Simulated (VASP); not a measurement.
# Ru (P6/mmm) in VASP: relaxation of cell and atoms with PBEsol

Aim: the relaxation of cell and atoms of Ru with PBEsol.

Program: VASP 6.6.1. These are calculated values, not measurements. Logs are shortened: lines on timing, memory, paths and dates and some standing lists are left out, and cuts for length are marked.

### Step 1. The cell of the first run

Symmetry: P6/mmm, No. 191, hexagonal system. Conventional cell: a = 4.240 Å, b = 4.240 Å, c = 2.628 Å, α = 90.00°, β = 90.00°, γ = 120.00°. Ru (site symmetry 6/mmm) has 14 Ru at 2.63 to 2.78 Å within 3.5 Å. Ru (site symmetry -6m2) has 11 Ru at 2.45 to 2.78 Å within 3.2 Å.

This isn't the form of Ru at room conditions, which is hcp.

### Step 2. Relaxation of cell and atoms, PBEsol

INCAR

```
SYSTEM = Ru
PREC = Accurate
ENCUT = 600
EDIFF = 1E-6
ISMEAR = 0
SIGMA = 0.1
LREAL = .False.
LASPH = .True.
NELM = 80
ALGO = Normal
ISIF = 3
LWAVE = .False.
LCHARG = .False.
GGA = PS
IBRION = 2
NSW = 80
EDIFFG = -0.01
```

KPOINTS

```
Automatic mesh
0
Gamma
  12 12 16
  0 0 0
```

POSCAR

```
Ru
1.0
    4.2397979375      0.0000000000      0.0000000000
   -2.1198989688      3.6717727208      0.0000000000
    0.0000000000      0.0000000000      2.6280304036
Ru
3
Direct
    0.0000000000      0.0000000000      0.0000000000
    0.3333333333      0.6666666667      0.5000000000
    0.6666666667      0.3333333333      0.5000000000
```

Potentials or basis: VASP PAW PBE potentials, release 64 (Ru_pv).

Launch:

```bash
$ cat potpaw_PBE.64/Ru_pv/POTCAR > POTCAR
$ mpirun -np 1 vasp_std > vasp.out
```

OUTCAR:

```text
SYSTEM = Ru
   PREC = Accurate
   ENCUT = 600
   EDIFF = 1E-6
   ISMEAR = 0
   LREAL = .False.
   LASPH = .True.
   NELM = 80
   ISIF = 3
   GGA = PS
   IBRION = 2
   NSW = 80
   EDIFFG = -0.01

 ion  position               nearest neighbor table
   1  0.000  0.000  0.000-   2 2.78   3 2.78   2 2.78   3 2.78   3 2.78   3 2.78   2 2.78   2 2.78
                             3 2.78   3 2.78   2 2.78   2 2.78
   2  0.333  0.667  0.500-   3 2.45   3 2.45   3 2.45   1 2.78   1 2.78   1 2.78   1 2.78   1 2.78
                             1 2.78
   3  0.667  0.333  0.500-   2 2.45   2 2.45   2 2.45   1 2.78   1 2.78   1 2.78   1 2.78   1 2.78
                             1 2.78

  LATTYP: Found a hexagonal cell.
 ALAT       =     4.2397979375
 C/A-ratio  =     0.6198480310

  Lattice vectors:

 A1 = (   4.2397979375,   0.0000000000,   0.0000000000)
 A2 = (  -2.1198989688,   3.6717727208,   0.0000000000)
 A3 = (   0.0000000000,   0.0000000000,   2.6280304036)

Analysis of symmetry for initial positions (statically):
=====================================================================
 Subroutine PRICEL returns:
 Original cell was already a primitive cell.

 Routine SETGRP: Setting up the symmetry group for a
 hexagonal supercell.

 Subroutine GETGRP returns: Found 24 space group operations
 (whereof 24 operations were pure point group operations)
 out of a pool of 24 trial point group operations.

The static configuration has the point symmetry D_6h.

Analysis of symmetry for dynamics (positions and initial velocities):
=====================================================================
 Subroutine PRICEL returns:
 Original cell was already a primitive cell.

 Routine SETGRP: Setting up the symmetry group for a
 hexagonal supercell.

 Subroutine GETGRP returns: Found 24 space group operations
 (whereof 24 operations were pure point group operations)
 out of a pool of 24 trial point group operations.

The dynamic configuration has the point symmetry D_6h.

 Subroutine INISYM returns: Found 24 space group operations
 (whereof 24 operations are pure point group operations),
 and found     1 'primitive' translations

----------------------------------------------------------------------------------------

                                     Primitive cell

  volume of cell :      40.9121

  direct lattice vectors                    reciprocal lattice vectors
     4.239797937  0.000000000  0.000000000     0.235860297  0.136174006  0.000000000
    -2.119898969  3.671772721  0.000000000     0.000000000  0.272348012  0.000000000
     0.000000000  0.000000000  2.628030404     0.000000000  0.000000000  0.380513102

  length of vectors
     4.239797937  4.239797938  2.628030404     0.272348012  0.272348012  0.380513102

  position of ions in fractional coordinates (direct lattice)
     0.000000000  0.000000000  0.000000000
     0.333333333  0.666666667  0.500000000
     0.666666667  0.333333333  0.500000000

  ion indices of the primitive-cell ions
   primitive index   ion index
                 1           1
                 2           2
                 3           3

----------------------------------------------------------------------------------------

 KPOINTS: Automatic mesh

Automatic generation of k-mesh.
 Grid dimensions read from file:
 generate k-points for:   12   12   16

 Generating k-lattice:

  Cartesian coordinates                     Fractional coordinates (reciprocal lattice)
     0.019655025  0.011347834  0.000000000     0.083333333  0.000000000  0.000000000
     0.000000000  0.022695668  0.000000000     0.000000000  0.083333333  0.000000000
     0.000000000  0.000000000  0.023782069     0.000000000  0.000000000  0.062500000

  Length of vectors
     0.022695668  0.022695668  0.023782069

  Shift w.r.t. Gamma in fractional coordinates (k-lattice)
     0.000000000  0.000000000  0.000000000

 Subroutine IBZKPT returns following result:
 ===========================================

 Found    171 irreducible k-points:

 Following reciprocal coordinates:
            Coordinates               Weight
  0.000000  0.000000  0.000000      1.000000
  0.083333  0.000000  0.000000      6.000000
  0.166667  0.000000  0.000000      6.000000
  0.250000  0.000000  0.000000      6.000000
  0.333333  0.000000  0.000000      6.000000
  0.416667  0.000000  0.000000      6.000000
[... 16 lines left out ...]
  0.250000  0.000000  0.062500     12.000000
  0.333333  0.000000  0.062500     12.000000
 [... further k-points ...]
   k-points           NKPTS =    171   k-points in BZ     NKDIM =    171   number of bands    NBANDS=     25
   number of dos      NEDOS =    301   number of ions     NIONS =      3
   total plane-waves  NPLWV =  31104
   dimension x,y,z NGX =    36 NGY =   36 NGZ =   24
   dimension x,y,z NGXF=    72 NGYF=   72 NGZF=   48
   ions per type =               3
   NGX,Y,Z   is equivalent  to a cutoff of  14.12, 14.12, 15.18 a.u.
   NGXF,Y,Z  is equivalent  to a cutoff of  28.23, 28.23, 30.36 a.u.
 SYSTEM =  Ru
   PREC   = accura    normal or accurate (medium, high low for compatibility)
   ISTART =      0    job   : 0-new  1-cont  2-samecut
   ICHARG =      2    charge: 1-file 2-atom 10-const
   ISPIN  =      1    spin polarized calculation?
   LNONCOLLINEAR =      F non collinear calculations
   LSORBIT =      F    spin-orbit coupling
   LASPH  =      T    aspherical Exc in radial PAW
   ENCUT  =  600.0 eV  44.10 Ry    6.64 a.u.   8.47  8.47  5.25*2*pi/ulx,y,z
   NELM   =     80;   NELMIN=  2; NELMDL= -5     # of ELM steps
   EDIFF  = 0.1E-05   stopping-criterion for ELM
   LREAL  =      F    real-space projection
   EDIFFG = -.1E-01   stopping-criterion for IOM
   NSW    =     80    number of steps for IOM
   IBRION =      2    ionic relax: 0-MD 1-quasi-New 2-CG
   NFREE  =      1    steps in history (QN), initial steepest desc. (CG)
   ISIF   =      3    stress and relaxation
   ISYM   =      2    0-nonsym 1-usesym 2-fastsym
   POTIM  = 0.5000    time-step for ionic-motion
   TEBEG  =    0.0;   TEEND  =   0.0 temperature during run
   PSTRESS=    0.0 pullay stress
   NELECT =      42.0000    total number of electrons
   NUPDOWN=      -1.0000    fix difference up-down
   EMIN   =  10.00;   EMAX   =-10.00  energy-range for DOS
   EFERMI =   0.00;   METHOD = LEGACY
   ISMEAR =     0;   SIGMA  =   0.10  broadening in eV -4-tet -1-fermi 0-gaus
   EFERMI_NEDOS =   21; number of points for ismear=-14 and -15
   IALGO  =     38    algorithm
   IMIX   =      4    mixing-type and parameters
     AMIX     =   0.40;   BMIX     =  1.00
     AMIX_MAG =   1.60;   BMIX_MAG =  1.00
  volume/ion in A,a.u.               =      13.64        92.03
  Fermi-wavevector in a.u.,A,eV,Ry     =   1.651483  3.120851 37.108484  2.727397
  Thomas-Fermi vector in A             =   2.740255
   LORBIT       =      0    0 simple, 1 ext, 2 COOP (PROOUT), +10 PAW based schemes
   GGA     = PS    functional components
   LHFCALC =     F    Hartree Fock is set to
   AEXX    =    0.0000 exact exchange contribution
   IVDW    =     0    specifies the selected vdW correction
   LEPSILON=     F    determine dielectric tensor
   LRPA    =     F    only Hartree local field effects (RPA)
 conjugate gradient relaxation of ions
 non-spin polarized calculation
 Gauss-broadening in eV      SIGMA  =   0.10
  energy-cutoff  :      600.00
  volume of cell :       40.91
 maximum number of plane-waves:      1402
 NGX is ok and might be reduce to    36
   NGX = 17   NGY = 17   NGZ = 11

--------------------------------------- Ionic step        1  -------------------------------------------

 number of electron      42.0000000 magnetization

 Free energy of the ion-electron system (eV)
  ---------------------------------------------------
  ext. energy  EPLUGINS =         0.00000000
  ---------------------------------------------------
  free energy    TOTEN  =       -29.67692428 eV

  energy without entropy =      -29.65901053  energy(sigma->0) =      -29.66796741

------------------------ aborting loop because EDIFF is reached ----------------------------------------

  FORCE on cell =-STRESS in cart. coord.  units (eV):
  Direction    XX          YY          ZZ          XY          YZ          ZX
  --------------------------------------------------------------------------------------
  -------------------------------------------------------------------------------------
  Total       -0.5509334     -0.5509334      0.9935092      0.0000000     -0.0000000      0.0000000
  in kB      -21.5753742    -21.5753742     38.9073051      0.0000000     -0.0000000      0.0000000
  external PRESSURE =      -1.4144811 kB  Pullay stress =       0.0000000 kB
[... 170 lines left out ...]
  energy  without entropy=      -29.6642311824  energy(sigma->0) =      -29.67355693

--------------------------------------- Ionic step        6  -------------------------------------------

 number of electron      41.9999992 magnetization

 Free energy of the ion-electron system (eV)
  ---------------------------------------------------
  ext. energy  EPLUGINS =         0.00000000
  ---------------------------------------------------
  free energy    TOTEN  =       -29.68357365 eV

  energy without entropy =      -29.66503725  energy(sigma->0) =      -29.67430545

 E-fermi :  12.8038     XC(G=0): -14.2347

 val. band max:       12.8016895473   @ k =   0.4167   0.1667   0.1875
 cond. band min:      12.8038397668   @ k =   0.0833   0.0833   0.3125
 fundamental gap:      0.0021502194
 Fermi energy:        12.8037989922

 k-point     1 :       0.0000    0.0000    0.0000
  band No.  band energies     occupation
      1     -30.8273      2.00000
      2     -30.8273      2.00000
      3     -30.4179      2.00000
      4     -30.4179      2.00000
      5     -30.1017      2.00000
      6     -29.8224      2.00000
[... 661 lines left out ...]
     24      13.2805      0.00000
     25      14.1264      0.00000

 [... further k-points ...]
[... 5 lines left out ...]
  --------------------------------------------------------------------------------------
  -------------------------------------------------------------------------------------
  Total        0.0287825      0.0287825      0.0095397     -0.0000000     -0.0000000      0.0000000
  in kB        1.1269597      1.1269597      0.3735202     -0.0000000     -0.0000000      0.0000000
  external PRESSURE =       0.8758132 kB  Pullay stress =       0.0000000 kB
[... 18 lines left out ...]
  FREE ENERGIE OF THE ION-ELECTRON SYSTEM (eV)
  ---------------------------------------------------
  free  energy   TOTEN  =       -29.6835736464 eV

  energy  without entropy=      -29.6650372482  energy(sigma->0) =      -29.67430545

 reached required accuracy - stopping structural energy minimisation
```

Wall time 14 min (1 thread of Intel Xeon 8259CL, shared host); peak memory 0.31 GiB.

What came out:

```
Free energy                           : -29.6836 eV
Relaxed volume                        : 13.64 Å³/atom
Relaxed cell                          : a = 4.222 Å, b = 4.222 Å, c = 2.651 Å, α = 90.00°, β = 90.00°, γ = 120.00°
Space group after relaxing (to 0.1 Å) : P6/mmm (No. 191)
Energy gained by relaxing             : 2.2 meV/atom
Ionic steps                           : 6
Pressure after relaxing               : 0.1 GPa
Band gap on the k mesh                : zero (bands 21 and 22 overlap by 2.56 eV)
```

The path:
```tsv
step	energy change (eV)	largest force (eV/Å)	pressure (GPa)	volume (Å³)
1	0.0000	0.0000	-0.14	40.91
2	-0.0008	0.0000	1.18	40.83
3	-0.0066	0.0000	0.46	40.87
4	-0.0066	0.0000	0.47	40.87
5	-0.0060	0.0000	-1.20	41.08
6	-0.0066	0.0000	0.09	40.92
```

Final structure:
```
CELL_PARAMETERS angstrom
4.22151 0.00000 0.00000
-2.11076 3.65594 0.00000
0.00000 0.00000 2.65133
ATOMIC_POSITIONS crystal
Ru 0.00000 0.00000 0.00000
Ru 0.33333 0.66667 0.50000
Ru 0.66667 0.33333 0.50000
```

Caveat: the PAW data sets were made with another functional, which shifts forces and pressure a little.
